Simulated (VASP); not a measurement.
# Fe (Fmmm) in VASP: notebook, part 2 of 2

VASP 6.6.1.

### 3 Single point, LDA, collinear spin, ferromagnetic start

This run uses another cell than the first one, of 11.44 Å³/atom.

The input, INCAR:

```
ALGO = Normal ; EDIFF = 1E-6
ENCUT = 600 ; GGA = CA
GGA_COMPAT = F ; ISIF = 2
ISMEAR = 0 ; ISPIN = 2
LASPH = T ; LCHARG = T
LELF = T ; LMAXMIX = 4
LORBIT = 11 ; LREAL = F
LVHAR = T ; LWAVE = F
MAGMOM = 3 ; NBANDS = 18
NELM = 200 ; PREC = Accurate
SIGMA = 0.02
```

The input, KPOINTS:

```
k-points
0
Gamma
  13 13 13
```

The input, POSCAR:

```
Fe
1.0
    0.0000000000      1.9417396906      1.9651051623
    1.4984397099      0.0000000000      1.9651051623
    1.4984397099      1.9417396906      0.0000000000
Fe
1
Direct
    0.0000000000      0.0000000000      0.0000000000
```

Potentials or basis: VASP PAW LDA potentials, release 64 (Fe_sv).

Command:

```
cat potpaw_LDA.64/Fe_sv/POTCAR > POTCAR
mpirun -np 1 vasp_std > vasp.out
```

OUTCAR:

```text
EDIFF = 1E-6
   ENCUT = 600
   GGA = CA
   ISIF = 2
   ISMEAR = 0
   ISPIN = 2
   LASPH = T
   LORBIT = 11
   LREAL = F
   NELM = 200
   PREC = Accurate

 ion  position               nearest neighbor table
   1  0.000  0.000  0.000-

  LATTYP: Found a face centered orthorhombic cell.
 ALAT       =     2.9968794198
 B/A-ratio  =     1.2958410524
 C/A-ratio  =     1.3114342535

  Lattice vectors:

 A1 = (   0.0000000000,   1.9417396906,   1.9651051623)
 A2 = (   1.4984397099,   0.0000000000,   1.9651051623)
 A3 = (   1.4984397099,   1.9417396906,   0.0000000000)

Analysis of symmetry for initial positions (statically):
=====================================================================
 Subroutine PRICEL returns:
 Original cell was already a primitive cell.

 Routine SETGRP: Setting up the symmetry group for a
 face centered orthorhombic supercell.

 Subroutine GETGRP returns: Found  8 space group operations
 (whereof  8 operations were pure point group operations)
 out of a pool of  8 trial point group operations.

The static configuration has the point symmetry D_2h.

Analysis of symmetry for dynamics (positions and initial velocities):
=====================================================================
 Subroutine PRICEL returns:
 Original cell was already a primitive cell.

 Routine SETGRP: Setting up the symmetry group for a
 face centered orthorhombic supercell.

 Subroutine GETGRP returns: Found  8 space group operations
 (whereof  8 operations were pure point group operations)
 out of a pool of  8 trial point group operations.

The dynamic configuration has the point symmetry D_2h.

Analysis of structural, dynamic, and magnetic symmetry:
=====================================================================
 Subroutine PRICEL returns:
 Original cell was already a primitive cell.

 Routine SETGRP: Setting up the symmetry group for a
 face centered orthorhombic supercell.

 Subroutine GETGRP returns: Found  8 space group operations
[... 132 lines left out ...]
 spin polarized calculation
 Gauss-broadening in eV      SIGMA  =   0.02
  energy-cutoff  :      600.00
  volume of cell :       11.44
 maximum number of plane-waves:       396
 NGX is ok and might be reduce to    24
   NGX = 11   NGY =  9   NGZ =  9

 number of electron      16.0000003 magnetization       2.0802075

 Free energy of the ion-electron system (eV)
  ---------------------------------------------------
  ext. energy  EPLUGINS =         0.00000000
  ---------------------------------------------------
  free energy    TOTEN  =        -9.21437055 eV

  energy without entropy =       -9.21414302  energy(sigma->0) =       -9.21425678

 E-fermi :  11.6666     XC(G=0): -14.0784

 val. band max:       11.6663817983   @ k =  -0.3077   0.2308   0.3077
 cond. band min:      11.6691068296   @ k =   0.4615   0.3846   0.0769
 fundamental gap:      0.0027250313
 Fermi energy:        11.6666317433

 spin component 1

 k-point     1 :       0.0000    0.0000    0.0000
  band No.  band energies     occupation
      1     -75.3806      1.00000
      2     -41.7022      1.00000
      3     -41.6856      1.00000
      4     -41.6829      1.00000
      5       3.0974      1.00000
      6       9.2106      1.00000
[... 493 lines left out ...]
     17      49.8063      0.00000
     18      51.6317      0.00000

 [... further k-points ...]

 spin component 2

 k-point     1 :       0.0000    0.0000    0.0000
  band No.  band energies     occupation
      1     -73.0893      1.00000
      2     -39.4695      1.00000
      3     -39.4521      1.00000
      4     -39.4448      1.00000
      5       3.4496      1.00000
      6      10.8655      1.00000
[... 493 lines left out ...]
     17      50.1669      0.00000
     18      52.2292      0.00000

 [... further k-points ...]

------------------------ aborting loop because EDIFF is reached ----------------------------------------

  FORCE on cell =-STRESS in cart. coord.  units (eV):
  Direction    XX          YY          ZZ          XY          YZ          ZX
  --------------------------------------------------------------------------------------
  -------------------------------------------------------------------------------------
  Total       -2.0723071     -1.4015046     -1.4810136      0.0000000      0.0000000      0.0000000
  in kB     -290.3478536   -196.3627129   -207.5026009      0.0000000      0.0000000      0.0000000
  external PRESSURE =    -231.4043891 kB  Pullay stress =       0.0000000 kB

 VOLUME and BASIS-vectors are now :
 -----------------------------------------------------------------------------
  energy-cutoff  :      600.00
  volume of cell :       11.44
      direct lattice vectors                 reciprocal lattice vectors
     0.000000000  1.941739691  1.965105162    -0.333680426  0.257501045  0.254439309
     1.498439710  0.000000000  1.965105162     0.333680426 -0.257501045  0.254439309
     1.498439710  1.941739691  0.000000000     0.333680426  0.257501045 -0.254439309

 POSITION                                       TOTAL-FORCE (eV/Angst)
 -----------------------------------------------------------------------------------
      0.00000      0.00000      0.00000        -0.000000      0.000000      0.000000
 -----------------------------------------------------------------------------------
    total drift:                                0.000000      0.000000      0.000000

  FREE ENERGIE OF THE ION-ELECTRON SYSTEM (eV)
  ---------------------------------------------------
  free  energy   TOTEN  =        -9.2143705466 eV

  energy  without entropy=       -9.2141430183  energy(sigma->0) =       -9.21425678

 total charge

# of ion       s       p       d       tot
------------------------------------------
    1        2.187   6.031   5.527  13.745

 magnetization (x)

# of ion       s       p       d       tot
------------------------------------------
    1       -0.002  -0.005   2.052   2.045
```

stdout:

```text
POSCAR found type information on POSCAR Fe
 POSCAR found :  1 types and       1 ions
 scaLAPACK will be used
 LDA part: xc-table for (Slater(with rela. corr.)+CA(PZ))
 , standard interpolation
 POSCAR, INCAR and KPOINTS ok, starting setup
 FFT: planning ... GRIDC
 FFT: planning ... GRID_SOFT
 FFT: planning ... GRID
 WAVECAR not read
 entering main loop
```

Wall time 1.8 min (1 thread of Intel Xeon Platinum 8488C (Sapphire Rapids), shared host); peak memory 0.22 GiB.

What came out:

```
Free energy                                           : -9.2144 eV
Pressure                                              : -23.1 GPa
Net moment                                            : 2.08 μB per cell
Site moments                                          : Fe +2.04 μB
Valence electrons inside the program's atomic spheres : Fe 13.74
```

Stress tensor (GPa, compression positive):
```
-29.03   0.00   0.00
  0.00 -19.64   0.00
  0.00   0.00 -20.75
```

Caveat: the cell stands under tension.

### 4 Single point, BLYP, collinear spin, ferromagnetic start

This run uses another cell than the first one, of 11.44 Å³/atom.

The input, INCAR:

```
PREC = Accurate
ENCUT = 520
EDIFF = 1E-6
ISMEAR = -1
SIGMA = 0.05
LREAL = False
LASPH = True
NELM = 150
ALGO = Normal
ISIF = 2
LWAVE = False
LCHARG = False
ISPIN = 2
MAGMOM = 3
LORBIT = 11
LMAXMIX = 4
GGA = B5
ALDAX = 1.0
AGGAX = 1.0
AGGAC = 1.0
ALDAC = 0.0
NBANDS = 14
```

The input, KPOINTS:

```
Automatic mesh
0
Gamma
  13 13 13
```

POSCAR is that of step 3.

Potentials or basis: VASP PAW PBE potentials, release 64 (Fe).

Command:

```
cat potpaw_PBE.64/Fe/POTCAR > POTCAR
mpirun -np 1 vasp_std > vasp.out
```

Run time: 99 s. Hardware: 1 thread of Intel Xeon 8259CL, shared host; peak memory 0.2 GiB.

It converged, with:

* Free energy: -7.1553 eV
* Pressure: 7.2 GPa
* Net moment: 2.15 μB per cell
* Site moments: Fe +2.15 μB
* Valence electrons inside the program's atomic spheres: Fe 7.30

Stress tensor (GPa, compression positive):
```
 1.63  0.00  0.00
 0.00 10.83  0.00
 0.00  0.00  9.14
```

Levels at points of the mesh, in eV from the Fermi level:
Spin up:
| k point | band 3 | band 4 | band 5 | band 6 | band 7 | band 8 |
| --- | --- | --- | --- | --- | --- | --- |
| (0.00, 0.00, 0.00) | -2.37 | -2.03 | -1.33 | -0.95 | 24.11 | 25.59 |
Spin down:
| k point | band 1 | band 2 | band 3 | band 4 | band 5 | band 6 | band 7 |
| --- | --- | --- | --- | --- | --- | --- | --- |
| (0.00, 0.00, 0.00) | -8.11 | -0.76 | -0.61 | -0.12 | 1.19 | 1.78 | 23.87 |

Caveat: the cell stands under pressure; the PAW data sets were made with another functional, which shifts forces and pressure a little.

### 5 Single point, PBE, collinear spin, ferromagnetic start

This run uses another cell than the first one, of 11.44 Å³/atom.

The input, INCAR:

```
SYSTEM = Fe
  PREC = Accurate
  ENCUT = 520
  EDIFF = 1E-6
  ISMEAR = 0
  SIGMA = 0.013000000000000001
  LREAL = .False.
  LASPH = .True.
  NELM = 150
  ALGO = Normal
  ISIF = 2
  LWAVE = .False.
  LCHARG = .False.
  ISPIN = 2
  MAGMOM = 3
  LORBIT = 11
  LMAXMIX = 4
  GGA = PE
  NBANDS = 14
```

The input, KPOINTS:

```
Automatic mesh
0
Gamma
  13 13 13
  0 0 0
```

POSCAR is that of step 4.

Command:

```
cat potpaw_PBE.64/Fe/POTCAR > POTCAR
mpirun -np 1 vasp_std > vasp.out
```

Run time: 81 s. Hardware: 1 thread of Intel Xeon 8259CL, shared host; peak memory 0.2 GiB.

Results (log left out):

```
Free energy                                           : -8.2210 eV
Pressure                                              : -1.4 GPa
Net moment                                            : 2.19 μB per cell
Site moments                                          : Fe +2.19 μB
Valence electrons inside the program's atomic spheres : Fe 7.26
```

Stress tensor (GPa, compression positive):
```
-6.49  0.00  0.00
 0.00  1.49  0.00
 0.00  0.00  0.94
```

Levels at points of the mesh, in eV from the Fermi level:
Spin up:
| k point | band 2 | band 3 | band 4 | band 5 | band 6 | band 7 | band 8 | band 9 |
| --- | --- | --- | --- | --- | --- | --- | --- | --- |
| (0.00, 0.00, 0.00) | -2.45 | -2.37 | -2.04 | -1.35 | -0.97 | 23.85 | 25.33 | 25.59 |
Spin down:
```csv
k point,band 1,band 2,band 3,band 4,band 5,band 6,band 7,band 8
"(0.00, 0.00, 0.00)",-8.27,-0.64,-0.47,0.01,1.28,1.89,23.56,25.10
```

### 6 Single point, PBE, collinear spin, ferromagnetic start

This run uses another cell than the first one, of 11.44 Å³/atom.

The input, INCAR:

```
PREC = Accurate ; ENCUT = 520
EDIFF = 1E-6 ; ISMEAR = 0
SIGMA = 0.014 ; LREAL = False
LASPH = True ; NELM = 150
ALGO = Normal ; ISIF = 2
LWAVE = False ; LCHARG = True
ISPIN = 2 ; MAGMOM = 3
LORBIT = 11 ; LMAXMIX = 4
GGA = PE ; LELF = True
LVHAR = True ; NBANDS = 14
```

The input, KPOINTS:

```
regular mesh
0
Gamma
  13 13 13
```

POSCAR is that of step 5.

Potentials or basis: VASP PAW PBE potentials, release 64 (Fe).

Command:

```
cat potpaw_PBE.64/Fe/POTCAR > POTCAR
mpirun -np 1 vasp_std > vasp.out
```

Run time: 80 s. Hardware: 1 thread of Intel Xeon 8259CL, shared host; peak memory 0.2 GiB.

The run converged. Its results:

| Item | Value |
| --- | --- |
| Free energy | -8.2211 eV |
| Pressure | -1.4 GPa |
| Net moment | 2.19 μB per cell |
| Site moments | Fe +2.19 μB |
| Valence electrons inside the program's atomic spheres | Fe 7.26 |

Stress tensor (GPa, compression positive):
```
-6.50  0.00  0.00
 0.00  1.49  0.00
 0.00  0.00  0.93
```

Levels at points of the mesh, in eV from the Fermi level:
Spin up:
```tsv
k point	band 2	band 3	band 4	band 5	band 6	band 7	band 8	band 9
(0.00, 0.00, 0.00)	-2.45	-2.37	-2.04	-1.35	-0.97	23.85	25.33	25.59
```
Spin down:
| k point | band 1 | band 2 | band 3 | band 4 | band 5 | band 6 |
| --- | --- | --- | --- | --- | --- | --- |
| (0.00, 0.00, 0.00) | -8.27 | -0.64 | -0.47 | 0.01 | 1.28 | 1.89 |

### 7 Summary

```tsv
level	potentials or basis	cell	cutoff (eV)	smearing	gap on the mesh (eV)	pressure (GPa)	moment (μB)
LDA	VASP PAW LDA potentials, release 64 (Fe_sv)	a = 2.725, b = 2.438, c = 2.420 Å, angles 68.3, 56.2, 55.6°, 1 atom	600	fermi-dirac 0.05 eV	none	-16.0	2.02
LDA	VASP PAW LDA potentials, release 64 (Fe_sv)	a = 2.763, b = 2.471, c = 2.453 Å, angles 68.3, 56.2, 55.6°, 1 atom	600	gaussian 0.02 eV	none	-23.1	2.08
BLYP	VASP PAW PBE potentials, release 64 (Fe)	a = 2.763, b = 2.471, c = 2.453 Å, angles 68.3, 56.2, 55.6°, 1 atom	520	fermi-dirac 0.05 eV	none	7.2	2.15
PBE	VASP PAW PBE potentials, release 64 (Fe)	a = 2.763, b = 2.471, c = 2.453 Å, angles 68.3, 56.2, 55.6°, 1 atom	520	gaussian 0.013 eV	none	-1.4	2.19
PBE	VASP PAW PBE potentials, release 64 (Fe)	a = 2.763, b = 2.471, c = 2.453 Å, angles 68.3, 56.2, 55.6°, 1 atom	520	gaussian 0.014 eV	none	-1.4	2.19
```

Alike in all rows: task single point; spin collinear, ferromagnetic start; k mesh 13 × 13 × 13.

Caveats: the cell stands under tension (at least some runs); the cell stands under pressure (at least some runs); the PAW data sets were made with another functional, which shifts forces and pressure a little (at least some runs).

Absolute energies hang on the potentials; compare differences alone.
